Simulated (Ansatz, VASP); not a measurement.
## Two plane-wave programs on BiTe

```
Bi Te
1.0
     0.00000    3.23500    3.23500
     3.23500    0.00000    3.23500
     3.23500    3.23500    0.00000
Bi Te
1 1
Direct
  0.50000 0.50000 0.50000
  0.00000 0.00000 0.00000
```

Alike in both runs: task single point; functional PBE; dispersion D4; k mesh 6 × 6 × 6; occupations gaussian, width 0.05 eV; no spin polarisation.

|  | VASP | Ansatz |
| --- | --- | --- |
| version | VASP 6.6.1 | Ansatz 0.2.0 |
| potentials or method | VASP PAW PBE potentials, release 64 (Bi_d, Te), cutoff 520 eV | scalar-relativistic, plane waves, PAW |
| valence electrons in the cell | 21 | 31 |

VASP gave:

- gap on the k mesh at the Fermi level (eV): none
- pressure (GPa): -1.3

Q: Estimate Ansatz's values.

A: gap on the k mesh at the Fermi level (eV): none; pressure (GPa): -1.2.

A gap of «none» marks a metal or a gap that the smearing closes. VASP's potentials hold 21 valence electrons a cell and Ansatz's 31, so a difference there can come from the potentials and not from the codes.

Spin-orbit coupling is off throughout.
